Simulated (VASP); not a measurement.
# Pt (P-1) in VASP: a series of runs

The runs below take Pt through single point, with PBEsol.

All numbers are computed with VASP 6.6.1; they aren't measurements. Logs are shortened: lines on timing, memory, paths and dates and some standing lists are left out, and cuts for length are marked.

## Step 1: The cell of the first run

The typed cell holds 2 atoms: a = 2.694 Å, b = 2.679 Å, c = 4.870 Å, α = 89.96°, β = 90.02°, γ = 120.30°.

## Step 2: Single point, PBEsol

Input file INCAR:

```
ALGO     = Normal         # electronic algorithm
EDIFF    = 1E-7           # SCF threshold, eV
ENCUT    = 520            # plane-wave cutoff, eV
GGA      = PS             # functional
ISIF     = 2              # what is computed and relaxed
ISMEAR   = 1              # smearing method
LASPH    = True           # aspherical terms in the spheres
LCHARG   = False          # write CHGCAR
LREAL    = False          # projectors in reciprocal space
LWAVE    = False          # write WAVECAR
NBANDS   = 17             # bands
NELM     = 80             # most SCF steps
PREC     = Accurate       # precision mode
SIGMA    = 0.1            # smearing width, eV
```

Input file KPOINTS:

```
k-points
0
Gamma
  7 7 4
```

Input file POSCAR:

```
Pt
1.0
    2.6938973099     -0.0027015289     -0.0003758072
   -1.3493038587      2.3141163989      0.0010945821
   -0.0006801486      0.0011938179      4.8695899190
Pt
2
Direct
    0.6970548801      0.3179542353      0.7338826791
    0.2859939439      0.7223077241      0.2252734339
```

Potentials or basis: VASP PAW PBE potentials, release 64 (Pt).

Launch:

```bash
> cat potpaw_PBE.64/Pt/POTCAR > POTCAR
> mpirun -np 1 vasp_std > vasp.out
```

OUTCAR:

```text
EDIFF = 1E-7
   ENCUT = 520
   GGA = PS
   ISIF = 2
   ISMEAR = 1
   LASPH = True
   LREAL = False
   NELM = 80
   PREC = Accurate

 ion  position               nearest neighbor table
   1  0.697  0.318  0.734-   2 2.77   2 2.78   2 2.84   2 2.85   2 3.06   2 3.12
   2  0.286  0.722  0.225-   1 2.77   1 2.78   1 2.84   1 2.85   1 3.06   1 3.12

  LATTYP: Found a triclinic cell.
 ALAT       =     2.6787603119
 B/A-ratio  =     0.9982435176
 C/A-ratio  =     1.8178521203
 COS(alpha) =     0.0004104752
 COS(beta)  =     0.0006907548
 COS(gamma) =     0.4934445556

  Lattice vectors:

 A1 = (   1.3493038587,  -2.3141163989,  -0.0010945821)
 A2 = (  -1.3445934512,  -2.3114148700,  -0.0007187749)
 A3 = (   0.0006801486,  -0.0011938179,  -4.8695899190)

Analysis of symmetry for initial positions (statically):
=====================================================================
 Subroutine PRICEL returns:
 Original cell was already a primitive cell.

 Routine SETGRP: Setting up the symmetry group for a
 triclinic supercell.

 Subroutine GETGRP returns: Found  2 space group operations
 (whereof  1 operations were pure point group operations)
 out of a pool of  2 trial point group operations.

The static configuration has the point symmetry C_1 .
 The point group associated with its full space group is S_2 .

Analysis of symmetry for dynamics (positions and initial velocities):
=====================================================================
 Subroutine PRICEL returns:
 Original cell was already a primitive cell.

 Routine SETGRP: Setting up the symmetry group for a
 triclinic supercell.

 Subroutine GETGRP returns: Found  2 space group operations
 (whereof  1 operations were pure point group operations)
 out of a pool of  2 trial point group operations.

The dynamic configuration has the point symmetry C_1 .
 The point group associated with its full space group is S_2 .

 Subroutine INISYM returns: Found  2 space group operations
 (whereof  1 operations are pure point group operations),
 and found     1 'primitive' translations

----------------------------------------------------------------------------------------

                                     Primitive cell

  volume of cell :      30.3392

  direct lattice vectors                    reciprocal lattice vectors
[... 79 lines left out ...]
   ISTART =      0    job   : 0-new  1-cont  2-samecut
   ICHARG =      2    charge: 1-file 2-atom 10-const
   ISPIN  =      1    spin polarized calculation?
   LNONCOLLINEAR =      F non collinear calculations
   LSORBIT =      F    spin-orbit coupling
   LASPH  =      T    aspherical Exc in radial PAW
   ENCUT  =  520.0 eV  38.22 Ry    6.18 a.u.   5.01  4.98  9.05*2*pi/ulx,y,z
   NELM   =     80;   NELMIN=  2; NELMDL= -5     # of ELM steps
   EDIFF  = 0.1E-06   stopping-criterion for ELM
   LREAL  =      F    real-space projection
   EDIFFG = 0.1E-05   stopping-criterion for IOM
   NSW    =      0    number of steps for IOM
   IBRION =     -1    ionic relax: 0-MD 1-quasi-New 2-CG
   NFREE  =      0    steps in history (QN), initial steepest desc. (CG)
   ISIF   =      2    stress and relaxation
   ISYM   =      2    0-nonsym 1-usesym 2-fastsym
   POTIM  = 0.5000    time-step for ionic-motion
   TEBEG  =    0.0;   TEEND  =   0.0 temperature during run
   PSTRESS=    0.0 pullay stress
   NELECT =      20.0000    total number of electrons
   NUPDOWN=      -1.0000    fix difference up-down
   EMIN   =  10.00;   EMAX   =-10.00  energy-range for DOS
   EFERMI =   0.00;   METHOD = LEGACY
   ISMEAR =     1;   SIGMA  =   0.10  broadening in eV -4-tet -1-fermi 0-gaus
   EFERMI_NEDOS =   21; number of points for ismear=-14 and -15
   IALGO  =     38    algorithm
   IMIX   =      4    mixing-type and parameters
     AMIX     =   0.40;   BMIX     =  1.00
     AMIX_MAG =   1.60;   BMIX_MAG =  1.00
  volume/ion in A,a.u.               =      15.17       102.37
  Fermi-wavevector in a.u.,A,eV,Ry     =   1.424787  2.692457 27.620076  2.030018
  Thomas-Fermi vector in A             =   2.545241
   LORBIT       =      0    0 simple, 1 ext, 2 COOP (PROOUT), +10 PAW based schemes
   GGA     = PS    functional components
   LHFCALC =     F    Hartree Fock is set to
   AEXX    =    0.0000 exact exchange contribution
   IVDW    =     0    specifies the selected vdW correction
   LEPSILON=     F    determine dielectric tensor
   LRPA    =     F    only Hartree local field effects (RPA)
 non-spin polarized calculation
 Methfessel and Paxton  Order N= 1 SIGMA  =   0.10
  energy-cutoff  :      520.00
  volume of cell :       30.34
 maximum number of plane-waves:       831
   NGX =  9   NGY =  9   NGZ = 19

 number of electron      20.0000000 magnetization

 Free energy of the ion-electron system (eV)
  ---------------------------------------------------
  ext. energy  EPLUGINS =         0.00000000
  ---------------------------------------------------
  free energy    TOTEN  =       -13.79423518 eV

  energy without entropy =      -13.79657161  energy(sigma->0) =      -13.79501399

 E-fermi :  11.0205     XC(G=0): -13.5773

 val. band max:       10.9741055498   @ k =  -0.4286   0.4286   0.0000
 cond. band min:      11.0221710255   @ k =   0.2857   0.2857   0.5000
 fundamental gap:      0.0480654757
 Fermi energy:        11.0205167503

 k-point     1 :       0.0000    0.0000    0.0000
  band No.  band energies     occupation
      1       0.7369      2.00000
      2       3.2357      2.00000
      3       6.1637      2.00000
      4       7.1305      2.00000
      5       7.3292      2.00000
      6       7.4304      2.00000
[... 457 lines left out ...]
      4       6.7260      2.00000
      5       7.4240      2.00000
      6       7.4896      2.00000
[... 9 lines left out ...]
     16      26.6668      0.00000
     17      27.0666      0.00000

 [... further k-points ...]
[... 5 lines left out ...]
  --------------------------------------------------------------------------------------
  -------------------------------------------------------------------------------------
  Total        0.3218496      0.7598470     -0.3348311      0.0121017     -0.0295677      0.0696988
  in kB       16.9964801     40.1265845    -17.6820173      0.6390745     -1.5614330      3.6807073
  external PRESSURE =      13.1470157 kB  Pullay stress =       0.0000000 kB

 VOLUME and BASIS-vectors are now :
 -----------------------------------------------------------------------------
  energy-cutoff  :      520.00
  volume of cell :       30.34
      direct lattice vectors                 reciprocal lattice vectors
     2.693897310 -0.002701529 -0.000375807     0.371426581  0.216569625 -0.000001216
    -1.349303859  2.314116399  0.001094582     0.000433593  0.432383248 -0.000105942
    -0.000680149  0.001193818  4.869589919     0.000028567 -0.000080477  0.205356125

 POSITION                                       TOTAL-FORCE (eV/Angst)
 -----------------------------------------------------------------------------------
      1.44828      0.73478      3.57379         0.190878     -0.114143     -0.464088
     -0.20433      1.67100      1.09767        -0.190878      0.114143      0.464088
 -----------------------------------------------------------------------------------
    total drift:                               -0.000000     -0.000000      0.000001

  FREE ENERGIE OF THE ION-ELECTRON SYSTEM (eV)
  ---------------------------------------------------
  free  energy   TOTEN  =       -13.7942351789 eV

  energy  without entropy=      -13.7965716074  energy(sigma->0) =      -13.79501399
```

Run time: 17 s. Hardware: 1 thread of Intel Xeon 6975P-C (Granite Rapids), shared host; peak memory 0.16 GiB.

Results:

- Free energy: -13.7942 eV
- Pressure: 1.3 GPa
- Largest force: 0.515 eV/Å
- Band gap on the k mesh: zero (band 10 reaches 11.34 eV, above the bottom of band 11 at 10.05 eV)

Forces in eV/Å, atoms in the order of the input:
```
Pt   0.191 -0.114 -0.464
Pt  -0.191  0.114  0.464
```

Levels at points of the mesh, in eV from the Fermi level:
| k point | band 8 | band 9 | band 10 | band 11 | band 12 | band 13 |
| --- | --- | --- | --- | --- | --- | --- |
| (0.00, 0.00, 0.00) | -2.20 | -1.31 | -0.93 | -0.93 | 0.25 | 4.38 |
| (0.00, 0.00, 0.50) | -3.60 | -1.13 | -0.89 | -0.77 | -0.77 | 10.70 |

Caveat: the k points lie up to 0.39 Å⁻¹ apart; the PAW data sets were made with another functional, which shifts forces and pressure a little; spin-orbit coupling is left out, which moves the levels of the heavy elements.

## Step 3: Single point, PBEsol

Input file INCAR:

```
PREC = Accurate
ENCUT = 520
EDIFF = 1E-6
ISMEAR = 1
SIGMA = 0.1
LREAL = F
LASPH = T
NELM = 80
ALGO = Normal
ISIF = 2
LWAVE = F
LCHARG = F
GGA = PS
NBANDS = 17
```

Input file KPOINTS:

```
Automatic mesh
0
Gamma
  7 7 4
```

Input file POSCAR:

```
Pt
1.0
    2.7023741902     -0.0052875928      0.0015225613
   -1.3558033968      2.3056833915      0.0043110183
    0.0024609100      0.0090264889      4.8706435450
Pt
2
Direct
    0.7253651861      0.3108128348      0.7345285981
    0.2576836379      0.7294491245      0.2246275149
```

Potentials or basis: VASP PAW PBE potentials, release 64 (Pt).

Launch:

```bash
> cat potpaw_PBE.64/Pt/POTCAR > POTCAR
> mpirun -np 1 vasp_std > vasp.out
```

OUTCAR:

```text
PREC = Accurate
   ENCUT = 520
   EDIFF = 1E-6
   ISMEAR = 1
   LREAL = F
   LASPH = T
   NELM = 80
   ISIF = 2
   GGA = PS

 ion  position               nearest neighbor table
   1  0.725  0.311  0.735-   2 2.72   2 2.77   2 2.80   2 2.87   2 3.16   2 3.23
   2  0.258  0.729  0.225-   1 2.72   1 2.77   1 2.80   1 2.87   1 3.16   1 3.23

  LATTYP: Found a triclinic cell.
 ALAT       =     2.6655408012
 B/A-ratio  =     1.0138204566
 C/A-ratio  =     1.8272661700
 COS(alpha) =     0.0010650394
[... 198 lines left out ...]
      5       7.4018      2.00000
      6       7.4059      2.00000
[... 457 lines left out ...]
      4       6.7865      2.00000
      5       7.3979      2.00000
      6       7.6097      2.00000
[... 9 lines left out ...]
     16      26.9692      0.00000
     17      27.3349      0.00000

 [... further k-points ...]
[... 5 lines left out ...]
  --------------------------------------------------------------------------------------
  -------------------------------------------------------------------------------------
  Total        0.3350726      0.9280692     -0.2652513     -0.0493509     -0.0131266      0.0700067
  in kB       17.7100551     49.0525185    -14.0196932     -2.6084101     -0.6937969      3.7001583
  external PRESSURE =      17.5809601 kB  Pullay stress =       0.0000000 kB

 VOLUME and BASIS-vectors are now :
 -----------------------------------------------------------------------------
  energy-cutoff  :      520.00
  volume of cell :       30.31
      direct lattice vectors                 reciprocal lattice vectors
     2.702374190 -0.005287593  0.001522561     0.370471564  0.217848276 -0.000590908
    -1.355803397  2.305683392  0.004311018     0.000850054  0.434212252 -0.000805131
     0.002460910  0.009026489  4.870643545    -0.000116562 -0.000452422  0.205312576

 POSITION                                       TOTAL-FORCE (eV/Angst)
 -----------------------------------------------------------------------------------
      1.54061      0.71943      3.58007         0.108465     -0.234635     -0.562343
     -0.29208      1.68254      1.09762        -0.108465      0.234635      0.562343
 -----------------------------------------------------------------------------------
    total drift:                               -0.000003      0.000002     -0.000001

  FREE ENERGIE OF THE ION-ELECTRON SYSTEM (eV)
  ---------------------------------------------------
  free  energy   TOTEN  =       -13.8237000444 eV

  energy  without entropy=      -13.8268552812  energy(sigma->0) =      -13.82475179
```

stdout:

```text
POSCAR found type information on POSCAR Pt
 POSCAR found :  1 types and       2 ions
 scaLAPACK will be used
 -----------------------------------------------------------------------------
|                                                                             |
|                                                                             |
|     You enforced a specific xc type in the INCAR file but a different       |
|     I HOPE YOU KNOW WHAT YOU ARE DOING!                                     |
|                                                                             |
 -----------------------------------------------------------------------------

 LDA part: xc-table for (Slater+PW92), standard interpolation
 POSCAR, INCAR and KPOINTS ok, starting setup
 FFT: planning ... GRIDC
 FFT: planning ... GRID_SOFT
 FFT: planning ... GRID
 WAVECAR not read
 entering main loop
```

It took 21 s on 1 thread of Intel Xeon Platinum 8488C (Sapphire Rapids), shared host; peak memory 0.16 GiB.

Results:

```yaml
Free_energy: -13.8237 eV
Pressure: 1.8 GPa
Largest_force: 0.619 eV/Å
Band_gap_on_the_k_mesh: zero (band 10 reaches 11.40 eV, above the bottom of band 11 at 9.92 eV)
```

Forces in eV/Å, atoms in the order of the input:
```
Pt   0.108 -0.235 -0.562
Pt  -0.108  0.235  0.562
```

Caveat: the k points lie up to 0.39 Å⁻¹ apart; the PAW data sets were made with another functional, which shifts forces and pressure a little; spin-orbit coupling is left out, which moves the levels of the heavy elements.
